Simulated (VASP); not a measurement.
Write the native input for VASP 6.6.1 that does the following.

```yaml
Task: single point
Functional: PBE
Potentials_or_basis: VASP PAW PBE potentials, release 64 (Li_sv, H)
Cutoff: 520 eV
k_mesh: 6 × 6 × 4
Occupations: gaussian, width 0.1 eV
Spin: no spin polarisation
Dipole_correction: no
Further_INCAR_settings: ALGO = Normal; EDIFF = 1e-06; NBANDS = 16
```

The structure of Li2H lies in POSCAR:

```
Li2H
1.0
    3.1939784800      0.0000000000      0.0000000000
    0.0000000000      3.1939784800      0.0000000000
    0.0000000000      0.0000000000      5.3201900300
Li H
4 2
Direct
    0.0000000000      0.0000000000      0.0000000000
    0.5000000000      0.5000000000      0.0000000000
    0.5000000000      0.0000000000      0.6700000200
    0.0000000000      0.5000000000      0.3299999800
    0.5000000000      0.0000000000      0.2649999900
    0.0000000000      0.5000000000      0.7350000100
```

These files were run (other wordings do the same):

INCAR

```
PREC     = Accurate       # precision mode
ENCUT    = 520            # plane-wave cutoff, eV
EDIFF    = 1E-6           # SCF threshold, eV
ISMEAR   = 0              # smearing method
SIGMA    = 0.1            # smearing width, eV
LREAL    = F              # projectors in reciprocal space
LASPH    = T              # aspherical terms in the spheres
NELM     = 80             # most SCF steps
ALGO     = Normal         # electronic algorithm
ISIF     = 2              # what is computed and relaxed
LWAVE    = F              # write WAVECAR
LCHARG   = T              # write CHGCAR
GGA      = PE             # functional
LELF     = T              # ELF
LVHAR    = T            
NBANDS   = 16             # bands
```

KPOINTS

```
regular mesh
0
Gamma
  6 6 4
```

Potentials or basis: VASP PAW PBE potentials, release 64 (Li_sv, H).

The run is started by

```sh
$ cat potpaw_PBE.64/Li_sv/POTCAR potpaw_PBE.64/H/POTCAR > POTCAR
$ mpirun -np 1 vasp_std > vasp.out
```

It gave:

```json
{"Largest force": "1.831 eV/Å", "Band gap on the k mesh": "zero (band 7 reaches 4.97 eV, above the bottom of band 8 at 2.19 eV)"}
```

Caveat: forces of over 1 eV/Å act on the atoms, so gaps and moduli don't describe the material at rest.

Run time: 11 s on 1 thread of Intel(R) Xeon(R) 6975P-C (Granite Rapids) (shared host), peak memory 0.16 GiB.
